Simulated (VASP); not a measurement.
# PtSe2 (P-3m1) in VASP: a series of runs, part 2 of 2

VASP 6.6.1. Earlier steps stand in the parts before.

## Step 4: Single point, PBE (epitaxial xy strain -2.5%)

INCAR

```
SYSTEM = PtSe2
ALGO     = Normal         ! electronic algorithm
EDIFF    = 1E-7           ! SCF threshold, eV
ENCUT    = 520            ! plane-wave cutoff, eV
GGA      = PE             ! functional
ISIF     = 2              ! what is computed and relaxed
ISMEAR   = -1             ! smearing method
LASPH    = .TRUE.         ! aspherical terms in the spheres
LCHARG   = .TRUE.         ! write CHGCAR
LELF     = .TRUE.         ! ELF
LREAL    = .FALSE.        ! projectors in reciprocal space
LVHAR    = .TRUE.       
LWAVE    = .FALSE.        ! write WAVECAR
NBANDS   = 18             ! bands
NELM     = 60             ! most SCF steps
PREC     = Accurate       ! precision mode
SIGMA    = 0.02           ! smearing width, eV
```

KPOINTS

```
k-points
0
G
  12 12 6
  0 0 0
```

POSCAR

```
PtSe2
1.0
    3.6354341020      0.0000000000      0.0000000000
   -1.8177170510      3.1483782861      0.0000000000
    0.0000000000      0.0000000000      5.6284300320
Pt Se
1 2
Direct
    0.0000000000      0.0000000000      0.0000000000
    0.3333333333      0.6666666667      0.2401016279
    0.6666666667      0.3333333333      0.7598983721
```

Potentials or basis: VASP PAW PBE potentials, release 64 (Pt, Se).

On the command line:

```
$ cat potpaw_PBE.64/Pt/POTCAR potpaw_PBE.64/Se/POTCAR > POTCAR
$ mpirun -np 1 vasp_std > vasp.out
```

OUTCAR:

```text
SYSTEM = PtSe2
   EDIFF = 1E-7
   ENCUT = 520
   GGA = PE
   ISIF = 2
   ISMEAR = -1
   LASPH = .TRUE.
   LREAL = .FALSE.
   NELM = 60
   PREC = Accurate

 ion  position               nearest neighbor table
   1  0.000  0.000  0.000-   2 2.50   3 2.50   2 2.50   3 2.50   3 2.50   2 2.50
   2  0.333  0.667  0.240-   1 2.50   1 2.50   1 2.50
   3  0.667  0.333  0.760-   1 2.50   1 2.50   1 2.50

  LATTYP: Found a hexagonal cell.
 ALAT       =     3.6354341020
 C/A-ratio  =     1.5482140163

  Lattice vectors:

 A1 = (   3.6354341020,   0.0000000000,   0.0000000000)
 A2 = (  -1.8177170510,   3.1483782861,   0.0000000000)
 A3 = (   0.0000000000,   0.0000000000,   5.6284300320)

Analysis of symmetry for initial positions (statically):
=====================================================================
 Subroutine PRICEL returns:
 Original cell was already a primitive cell.

 Routine SETGRP: Setting up the symmetry group for a
 hexagonal supercell.

 Subroutine GETGRP returns: Found 12 space group operations
 (whereof 12 operations were pure point group operations)
 out of a pool of 24 trial point group operations.

The static configuration has the point symmetry D_3d.

Analysis of symmetry for dynamics (positions and initial velocities):
=====================================================================
 Subroutine PRICEL returns:
 Original cell was already a primitive cell.

 Routine SETGRP: Setting up the symmetry group for a
 hexagonal supercell.

 Subroutine GETGRP returns: Found 12 space group operations
 (whereof 12 operations were pure point group operations)
 out of a pool of 24 trial point group operations.

The dynamic configuration has the point symmetry D_3d.

 Subroutine INISYM returns: Found 12 space group operations
 (whereof 12 operations are pure point group operations),
 and found     1 'primitive' translations

----------------------------------------------------------------------------------------

                                     Primitive cell

  volume of cell :      64.4214

  direct lattice vectors                    reciprocal lattice vectors
     3.635434102  0.000000000  0.000000000     0.275070314  0.158811920  0.000000000
    -1.817717051  3.148378286  0.000000000     0.000000000  0.317623840  0.000000000
     0.000000000  0.000000000  5.628430032     0.000000000  0.000000000  0.177669438

  length of vectors
     3.635434102  3.635434102  5.628430032     0.317623840  0.317623840  0.177669438

  position of ions in fractional coordinates (direct lattice)
     0.000000000  0.000000000  0.000000000
     0.333333333  0.666666667  0.240101628
     0.666666667  0.333333333  0.759898372

  ion indices of the primitive-cell ions
   primitive index   ion index
                 1           1
                 2           2
                 3           3

----------------------------------------------------------------------------------------

 KPOINTS: k-points

Automatic generation of k-mesh.
 Grid dimensions read from file:
 generate k-points for:   12   12    6

 Generating k-lattice:

  Cartesian coordinates                     Fractional coordinates (reciprocal lattice)
     0.022922526  0.013234327  0.000000000     0.083333333  0.000000000  0.000000000
     0.000000000  0.026468653  0.000000000     0.000000000  0.083333333  0.000000000
     0.000000000  0.000000000  0.029611573     0.000000000  0.000000000  0.166666667

  Length of vectors
     0.026468653  0.026468653  0.029611573

  Shift w.r.t. Gamma in fractional coordinates (k-lattice)
     0.000000000  0.000000000  0.000000000

 Subroutine IBZKPT returns following result:
 ===========================================

 Found    100 irreducible k-points:

 Following reciprocal coordinates:
            Coordinates               Weight
  0.000000  0.000000  0.000000      1.000000
  0.083333  0.000000  0.000000      6.000000
  0.166667  0.000000  0.000000      6.000000
  0.250000  0.000000  0.000000      6.000000
  0.333333  0.000000  0.000000      6.000000
  0.416667  0.000000  0.000000      6.000000
[... 16 lines left out ...]
  0.166667  0.000000  0.166667      6.000000
  0.000000  0.166667  0.166667      6.000000
 [... further k-points ...]
   k-points           NKPTS =    100   k-points in BZ     NKDIM =    100   number of bands    NBANDS=     18
   number of dos      NEDOS =    301   number of ions     NIONS =      3
   total plane-waves  NPLWV =  32928
   dimension x,y,z NGX =    28 NGY =   28 NGZ =   42
   dimension x,y,z NGXF=    56 NGYF=   56 NGZF=   84
   ions per type =               1   2
   NGX,Y,Z   is equivalent  to a cutoff of  12.80, 12.80, 12.41 a.u.
   NGXF,Y,Z  is equivalent  to a cutoff of  25.61, 25.61, 24.81 a.u.
 SYSTEM =  PtSe2
   PREC   = accura    normal or accurate (medium, high low for compatibility)
   ISTART =      0    job   : 0-new  1-cont  2-samecut
   ICHARG =      2    charge: 1-file 2-atom 10-const
   ISPIN  =      1    spin polarized calculation?
   LNONCOLLINEAR =      F non collinear calculations
   LSORBIT =      F    spin-orbit coupling
   LASPH  =      T    aspherical Exc in radial PAW
   ENCUT  =  520.0 eV  38.22 Ry    6.18 a.u.   6.76  6.76 10.47*2*pi/ulx,y,z
   NELM   =     60;   NELMIN=  2; NELMDL= -5     # of ELM steps
   EDIFF  = 0.1E-06   stopping-criterion for ELM
   LREAL  =      F    real-space projection
   EDIFFG = 0.1E-05   stopping-criterion for IOM
   NSW    =      0    number of steps for IOM
   IBRION =     -1    ionic relax: 0-MD 1-quasi-New 2-CG
   NFREE  =      0    steps in history (QN), initial steepest desc. (CG)
   ISIF   =      2    stress and relaxation
   ISYM   =      2    0-nonsym 1-usesym 2-fastsym
   POTIM  = 0.5000    time-step for ionic-motion
   TEBEG  =    0.0;   TEEND  =   0.0 temperature during run
   PSTRESS=    0.0 pullay stress
   NELECT =      22.0000    total number of electrons
   NUPDOWN=      -1.0000    fix difference up-down
   EMIN   =  10.00;   EMAX   =-10.00  energy-range for DOS
   EFERMI =   0.00;   METHOD = LEGACY
   ISMEAR =    -1;   SIGMA  =   0.02  broadening in eV -4-tet -1-fermi 0-gaus
   EFERMI_NEDOS =   21; number of points for ismear=-14 and -15
   IALGO  =     38    algorithm
   IMIX   =      4    mixing-type and parameters
     AMIX     =   0.40;   BMIX     =  1.00
     AMIX_MAG =   1.60;   BMIX_MAG =  1.00
  volume/ion in A,a.u.               =      21.47       144.91
  Fermi-wavevector in a.u.,A,eV,Ry     =   1.144297  2.162409 17.815693  1.309417
  Thomas-Fermi vector in A             =   2.280990
   LORBIT       =      0    0 simple, 1 ext, 2 COOP (PROOUT), +10 PAW based schemes
   GGA     = PE    functional components
   LHFCALC =     F    Hartree Fock is set to
   AEXX    =    0.0000 exact exchange contribution
   IVDW    =     0    specifies the selected vdW correction
   LEPSILON=     F    determine dielectric tensor
   LRPA    =     F    only Hartree local field effects (RPA)
 non-spin polarized calculation
  energy-cutoff  :      520.00
  volume of cell :       64.42
 maximum number of plane-waves:      1755
   NGX = 13   NGY = 13   NGZ = 21

 number of electron      22.0000001 magnetization

 Free energy of the ion-electron system (eV)
  ---------------------------------------------------
  ext. energy  EPLUGINS =         0.00000000
  ---------------------------------------------------
  free energy    TOTEN  =       -14.17949883 eV

  energy without entropy =      -14.17948554  energy(sigma->0) =      -14.17949219

 E-fermi :   5.7314     XC(G=0): -10.2571

 val. band max:        5.6326123855   @ k =   0.0000   0.0000   0.0000
 cond. band min:       5.8444437003   @ k =   0.0000   0.2500   0.3333
 fundamental gap:      0.2118313148
 Fermi energy:         5.7313745648

 k-point     1 :       0.0000    0.0000    0.0000
  band No.  band energies     occupation
      1      -9.5588      2.00000
      2      -7.3719      2.00000
      3      -1.1880      2.00000
      4      -0.3313      2.00000
      5      -0.3313      2.00000
      6       1.8715      2.00000
[... 10 lines left out ...]
     17      13.5356      0.00000
     18      17.2043      0.00000

 k-point     2 :       0.0833    0.0000    0.0000
  band No.  band energies     occupation
      1      -9.4776      2.00000
      2      -7.3817      2.00000
      3      -1.0924      2.00000
      4      -0.3230      2.00000
      5      -0.2851      2.00000
      6       1.7653      2.00000
[... 10 lines left out ...]
     17      13.8235      0.00000
     18      16.4415      0.00000
[... 442 lines left out ...]
 k-point    24 :       0.0000    0.1667    0.1667
  band No.  band energies     occupation
      1      -9.1881      2.00000
      2      -7.5116      2.00000
      3      -0.7899      2.00000
      4      -0.1769      2.00000
      5      -0.1362      2.00000
      6       1.3135      2.00000
[... 10 lines left out ...]
     17      14.3460      0.00000
     18      14.8175      0.00000

 [... further k-points ...]
[... 5 lines left out ...]
  --------------------------------------------------------------------------------------
  -------------------------------------------------------------------------------------
  Total        3.2855303      3.2855303      1.1710373      0.0000000      0.0000000      0.0000000
  in kB       81.7119549     81.7119549     29.1239887      0.0000000      0.0000000      0.0000000
  external PRESSURE =      64.1826328 kB  Pullay stress =       0.0000000 kB

 VOLUME and BASIS-vectors are now :
 -----------------------------------------------------------------------------
  energy-cutoff  :      520.00
  volume of cell :       64.42
      direct lattice vectors                 reciprocal lattice vectors
     3.635434102  0.000000000  0.000000000     0.275070314  0.158811920  0.000000000
    -1.817717051  3.148378286  0.000000000     0.000000000  0.317623840  0.000000000
     0.000000000  0.000000000  5.628430032     0.000000000  0.000000000  0.177669438

 POSITION                                       TOTAL-FORCE (eV/Angst)
 -----------------------------------------------------------------------------------
      0.00000      0.00000      0.00000        -0.000000      0.000000     -0.000000
     -0.00000      2.09892      1.35140         0.000000     -0.000000      0.181039
      1.81772      1.04946      4.27703        -0.000000      0.000000     -0.181039
 -----------------------------------------------------------------------------------
    total drift:                               -0.000000     -0.000000     -0.000000

  FREE ENERGIE OF THE ION-ELECTRON SYSTEM (eV)
  ---------------------------------------------------
  free  energy   TOTEN  =       -14.1794988335 eV

  energy  without entropy=      -14.1794855389  energy(sigma->0) =      -14.17949219
```

It took 2.7 min on 1 thread of Intel Xeon 8259CL, shared host; peak memory 0.26 GiB.

Results:

| Property | Result |
| --- | --- |
| Free energy | -14.1795 eV |
| Pressure | 6.4 GPa |
| Largest force | 0.181 eV/Å |
| Band gap on the k mesh | 0.21 eV (least direct gap 0.60 eV) |

Forces on the atoms (eV/Å):
```
Pt   0.000  0.000  0.000
Se   0.000  0.000  0.181
Se   0.000  0.000 -0.181
```

Stress tensor (GPa, compression positive):
```
8.17 0.00 0.00
0.00 8.17 0.00
0.00 0.00 2.91
```

Caveat: the cell differs from its parent crystal (epitaxial xy strain -2.5%); the cell stands under pressure; spin-orbit coupling is left out, which moves the levels of the heavy elements; this functional lacks dispersion, which binds the layers, so the pressure and a relaxed spacing across them are unreliable.

## Step 5: The runs side by side

| cell | gap on the mesh (eV) | pressure (GPa) | largest force (eV/Å) |
| --- | --- | --- | --- |
| a = 3.729, b = 3.729, c = 5.277 Å, angles 90.0, 90.0, 120.0°, 3 atoms, atomic positions A | none | 3.8 | 0.17 |
| a = 3.747, b = 3.747, c = 5.304 Å, angles 90.0, 90.0, 120.0°, 3 atoms, atomic positions B | none | 2.7 | 0.16 |
| a = 3.635, b = 3.635, c = 5.628 Å, angles 90.0, 90.0, 120.0°, 3 atoms, atomic positions C | 0.21 | 6.4 | 0.18 |

Alike in all rows: task single point; level PBE; potentials or basis VASP PAW PBE potentials, release 64 (Pt, Se); no spin polarisation; k mesh 12 × 12 × 6; cutoff (eV) 520; smearing fermi-dirac 0.02 eV.

Caveats: spin-orbit coupling is left out, which moves the levels of the heavy elements; the cell stands under pressure (at least some runs); this functional lacks dispersion, which binds the layers, so the pressure and a relaxed spacing across them are unreliable (at least some runs).

Absolute energies hang on the potentials; compare differences alone.
